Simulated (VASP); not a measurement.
# Ru (P6_3/mmc) in VASP: a series of runs, part 2 of 2

VASP 6.6.1.

## 3. Single point, PBEsol (volume 14.387 Å^3 an atom, c/a of the conventional cell 1.5311)

File INCAR:

```
SYSTEM = Ru
  PREC = Accurate
  ENCUT = 520
  EDIFF = 1E-6
  ISMEAR = 0
  SIGMA = 0.15
  LREAL = .False.
  LASPH = .True.
  NELM = 60
  ALGO = Fast
  ISIF = 2
  LWAVE = .False.
  LCHARG = .True.
  GGA = PS
  LELF = .True.
  LVHAR = .True.
  NBANDS = 21
```

File KPOINTS:

```
regular mesh
0
Gamma
  21 21 12
  0 0 0
```

File POSCAR:

```
Ru
1.0
    2.7892579764      0.0000000000      0.0000000000
   -1.3946289882      2.4155682653      0.0000000000
    0.0000000000      0.0000000000      4.2706328876
Ru
2
Direct
    0.3333333333      0.6666666667      0.2500000000
    0.6666666667      0.3333333333      0.7500000000
```

Potentials or basis: VASP PAW PBE potentials, release 64 (Ru_pv).

Command:

```console
cat potpaw_PBE.64/Ru_pv/POTCAR > POTCAR
mpirun -np 1 vasp_std > vasp.out
```

OUTCAR:

```text
SYSTEM = Ru
   PREC = Accurate
   ENCUT = 520
   EDIFF = 1E-6
   ISMEAR = 0
   LREAL = .False.
   LASPH = .True.
   NELM = 60
   ISIF = 2
   GGA = PS

 ion  position               nearest neighbor table
   1  0.333  0.667  0.250-   2 2.67   2 2.67   2 2.67   2 2.67   2 2.67   2 2.67
   2  0.667  0.333  0.750-   1 2.67   1 2.67   1 2.67   1 2.67   1 2.67   1 2.67

  LATTYP: Found a hexagonal cell.
 ALAT       =     2.7892579764
 C/A-ratio  =     1.5311000000

  Lattice vectors:

 A1 = (   2.7892579764,   0.0000000000,   0.0000000000)
 A2 = (  -1.3946289882,   2.4155682653,   0.0000000000)
 A3 = (   0.0000000000,   0.0000000000,   4.2706328876)

Analysis of symmetry for initial positions (statically):
=====================================================================
 Subroutine PRICEL returns:
 Original cell was already a primitive cell.

 Routine SETGRP: Setting up the symmetry group for a
 hexagonal supercell.

 Subroutine GETGRP returns: Found 24 space group operations
 (whereof 12 operations were pure point group operations)
 out of a pool of 24 trial point group operations.

The static configuration has the point symmetry D_3d.
 The point group associated with its full space group is D_6h.

Analysis of symmetry for dynamics (positions and initial velocities):
=====================================================================
 Subroutine PRICEL returns:
 Original cell was already a primitive cell.

 Routine SETGRP: Setting up the symmetry group for a
 hexagonal supercell.

 Subroutine GETGRP returns: Found 24 space group operations
 (whereof 12 operations were pure point group operations)
 out of a pool of 24 trial point group operations.

The dynamic configuration has the point symmetry D_3d.
 The point group associated with its full space group is D_6h.

 Subroutine INISYM returns: Found 24 space group operations
 (whereof 12 operations are pure point group operations),
 and found     1 'primitive' translations

----------------------------------------------------------------------------------------

[... 112 lines left out ...]
     AMIX_MAG =   1.60;   BMIX_MAG =  1.00
  volume/ion in A,a.u.               =      14.39        97.09
  Fermi-wavevector in a.u.,A,eV,Ry     =   1.622286  3.065676 35.807976  2.631812
  Thomas-Fermi vector in A             =   2.715924
   LORBIT       =      0    0 simple, 1 ext, 2 COOP (PROOUT), +10 PAW based schemes
   GGA     = PS    functional components
   LHFCALC =     F    Hartree Fock is set to
   AEXX    =    0.0000 exact exchange contribution
   IVDW    =     0    specifies the selected vdW correction
   LEPSILON=     F    determine dielectric tensor
   LRPA    =     F    only Hartree local field effects (RPA)
 non-spin polarized calculation
 RMM-DIIS sequential band-by-band and
 Gauss-broadening in eV      SIGMA  =   0.15
  energy-cutoff  :      520.00
  volume of cell :       28.77
 maximum number of plane-waves:       790
 NGX is ok and might be reduce to    24
   NGX = 11   NGY = 11   NGZ = 15

 number of electron      27.9999999 magnetization

 Free energy of the ion-electron system (eV)
  ---------------------------------------------------
  ext. energy  EPLUGINS =         0.00000000
  ---------------------------------------------------
  free energy    TOTEN  =       -20.17689542 eV

  energy without entropy =      -20.15628264  energy(sigma->0) =      -20.16658903

 E-fermi :  11.6809     XC(G=0): -13.9220

 val. band max:       11.6780232446   @ k =   0.1429   0.1429   0.2500
 cond. band min:      11.6809820234   @ k =   0.2857   0.0000   0.0833
 fundamental gap:      0.0029587788
 Fermi energy:        11.6808756004

 k-point     1 :       0.0000    0.0000    0.0000
  band No.  band energies     occupation
      1     -31.7683      2.00000
      2     -30.9879      2.00000
      3     -30.9879      2.00000
      4     -30.8186      2.00000
      5     -30.8186      2.00000
      6     -30.7517      2.00000
[... 565 lines left out ...]
     20      22.0284      0.00000
     21      22.0609      0.00000

 [... further k-points ...]

------------------------ aborting loop because EDIFF is reached ----------------------------------------

  FORCE on cell =-STRESS in cart. coord.  units (eV):
  Direction    XX          YY          ZZ          XY          YZ          ZX
  --------------------------------------------------------------------------------------
  -------------------------------------------------------------------------------------
  Total       -4.4726685     -4.4726685     -2.7383403      0.0000000      0.0000000      0.0000000
  in kB     -249.0445543   -249.0445543   -152.4746888      0.0000000      0.0000000      0.0000000
  external PRESSURE =    -216.8545991 kB  Pullay stress =       0.0000000 kB

 VOLUME and BASIS-vectors are now :
 -----------------------------------------------------------------------------
  energy-cutoff  :      520.00
  volume of cell :       28.77
      direct lattice vectors                 reciprocal lattice vectors
     2.789257976  0.000000000  0.000000000     0.358518290  0.206990631  0.000000000
    -1.394628988  2.415568265  0.000000000     0.000000000  0.413981262  0.000000000
     0.000000000  0.000000000  4.270632888     0.000000000  0.000000000  0.234157331

 POSITION                                       TOTAL-FORCE (eV/Angst)
 -----------------------------------------------------------------------------------
     -0.00000      1.61038      1.06766        -0.000000      0.000000      0.000000
      1.39463      0.80519      3.20297         0.000000     -0.000000      0.000000
 -----------------------------------------------------------------------------------
    total drift:                               -0.000000      0.000000     -0.000000

  FREE ENERGIE OF THE ION-ELECTRON SYSTEM (eV)
  ---------------------------------------------------
  free  energy   TOTEN  =       -20.1768954181 eV

  energy  without entropy=      -20.1562826373  energy(sigma->0) =      -20.16658903
```

Run time: 69 s. Hardware: 1 thread of Intel Xeon Platinum 8559C (Emerald Rapids), shared host; peak memory 0.27 GiB.

What came out:

| Item | Value |
| --- | --- |
| Free energy | -20.1769 eV |
| Pressure | -21.7 GPa |
| Band gap on the k mesh | zero (band 14 reaches 12.97 eV, above the bottom of band 15 at 10.11 eV) |

Levels at points of the mesh, in eV from the Fermi level:
```csv
k point,band 11,band 12,band 13,band 14,band 15,band 16,band 17,band 18
"(0.00, 0.00, 0.00)",-1.95,-1.73,-1.73,-1.52,-1.52,1.08,1.08,1.54
"(0.00, 0.00, 0.50)",-2.67,-2.67,-2.40,-2.40,0.52,0.52,0.52,0.52
```

Caveat: the PAW data sets were made with another functional, which shifts forces and pressure a little.

## 4. Single point, PBEsol (volume 14.387 Å^3 an atom, c/a of the conventional cell 1.4828)

File INCAR:

```
SYSTEM = Ru
  PREC = Accurate
  ENCUT = 520
  EDIFF = 1E-6
  ISMEAR = 0
  SIGMA = 0.15
  LREAL = .FALSE.
  LASPH = .TRUE.
  NELM = 60
  ALGO = Fast
  ISIF = 2
  LWAVE = .FALSE.
  LCHARG = .TRUE.
  GGA = PS
  LELF = .TRUE.
  LVHAR = .TRUE.
  NBANDS = 21
```

File KPOINTS:

```
regular mesh
0
G
  21 21 12
  0 0 0
```

File POSCAR:

```
Ru
1.0
    2.8192202751      0.0000000000      0.0000000000
   -1.4096101375      2.4415163771      0.0000000000
    0.0000000000      0.0000000000      4.1803398239
Ru
2
Direct
    0.3333333333      0.6666666667      0.2500000000
    0.6666666667      0.3333333333      0.7500000000
```

Command:

```console
cat potpaw_PBE.64/Ru_pv/POTCAR > POTCAR
mpirun -np 1 vasp_std > vasp.out
```

Wall time 77 s (1 thread of Intel Xeon Platinum 8559C (Emerald Rapids), shared host); peak memory 0.27 GiB.

It converged, with:

```
Free energy            : -20.1181 eV
Pressure               : -20.4 GPa
Band gap on the k mesh : zero (band 14 reaches 12.87 eV, above the bottom of band 15 at 10.01 eV)
```

Stress tensor (GPa, compression positive):
```
-27.32   0.00   0.00
  0.00 -27.32   0.00
  0.00   0.00  -6.42
```

Levels at points of the mesh, in eV from the Fermi level:
```csv
k point,band 10,band 11,band 12,band 13,band 14,band 15,band 16,band 17,band 18,band 19
"(0.00, 0.00, 0.00)",-2.47,-1.75,-1.75,-1.71,-1.71,-1.68,1.08,1.08,1.91,10.27
"(0.00, 0.00, 0.50)",-2.80,-2.80,-2.80,-2.24,-2.24,0.56,0.56,0.56,0.56,10.34
```

Caveat: the PAW data sets were made with another functional, which shifts forces and pressure a little.

## 5. Single point, PBEsol (volume 14.387 Å^3 an atom, c/a of the conventional cell 1.6857)

File INCAR:

```
SYSTEM = Ru
ALGO = Fast
EDIFF = 1E-6
ENCUT = 520
GGA = PS
ISIF = 2
ISMEAR = 0
LASPH = .TRUE.
LCHARG = .TRUE.
LELF = .TRUE.
LREAL = .FALSE.
LVHAR = .TRUE.
LWAVE = .FALSE.
NBANDS = 21
NELM = 100
PREC = Accurate
SIGMA = 0.15
```

File KPOINTS:

```
k-points
0
G
  21 21 12
  0 0 0
```

File POSCAR:

```
Ru
1.0
    2.7012395944      0.0000000000      0.0000000000
   -1.3506197972      2.3393421104      0.0000000000
    0.0000000000      0.0000000000      4.5534795842
Ru
2
Direct
    0.3333333333      0.6666666667      0.2500000000
    0.6666666667      0.3333333333      0.7500000000
```

Command:

```console
cat potpaw_PBE.64/Ru_pv/POTCAR > POTCAR
mpirun -np 1 vasp_std > vasp.out
```

Run time: 79 s. Hardware: 1 thread of Intel Xeon Platinum 8559C (Emerald Rapids), shared host; peak memory 0.26 GiB.

It converged, with:

| Property | Result |
| --- | --- |
| Free energy | -20.0850 eV |
| Pressure | -21.6 GPa |
| Band gap on the k mesh | zero (band 14 reaches 13.18 eV, above the bottom of band 15 at 10.39 eV) |

Stress tensor (GPa, compression positive):
```
-13.01   0.00   0.00
  0.00 -13.01   0.00
  0.00   0.00 -38.89
```

Levels at points of the mesh, in eV from the Fermi level:
```tsv
k point	band 10	band 11	band 12	band 13	band 14	band 15	band 16	band 17	band 18	band 19
(0.00, 0.00, 0.00)	-2.34	-2.34	-1.85	-1.85	-0.83	-0.83	0.53	1.11	1.11	8.70
(0.00, 0.00, 0.50)	-2.86	-2.38	-2.38	-2.38	-2.38	0.49	0.49	0.49	0.49	10.36
```

Caveat: the PAW data sets were made with another functional, which shifts forces and pressure a little.

## 6. Summary

```tsv
cell	gap on the mesh (eV)	pressure (GPa)
a = 2.760, b = 2.760, c = 4.363 Å, angles 90.0, 90.0, 120.0°, 2 atoms	none	-22.4
a = 2.789, b = 2.789, c = 4.271 Å, angles 90.0, 90.0, 120.0°, 2 atoms	none	-21.7
a = 2.819, b = 2.819, c = 4.180 Å, angles 90.0, 90.0, 120.0°, 2 atoms	none	-20.4
a = 2.701, b = 2.701, c = 4.553 Å, angles 90.0, 90.0, 120.0°, 2 atoms	none	-21.6
```

Alike in all rows: task single point; level PBEsol; potentials or basis VASP PAW PBE potentials, release 64 (Ru_pv); no spin polarisation; k mesh 21 × 21 × 12; cutoff (eV) 520; smearing gaussian 0.15 eV.

Caveats: the PAW data sets were made with another functional, which shifts forces and pressure a little.

Total energies depend on the potentials used, so only differences within one code and one set of settings carry meaning.
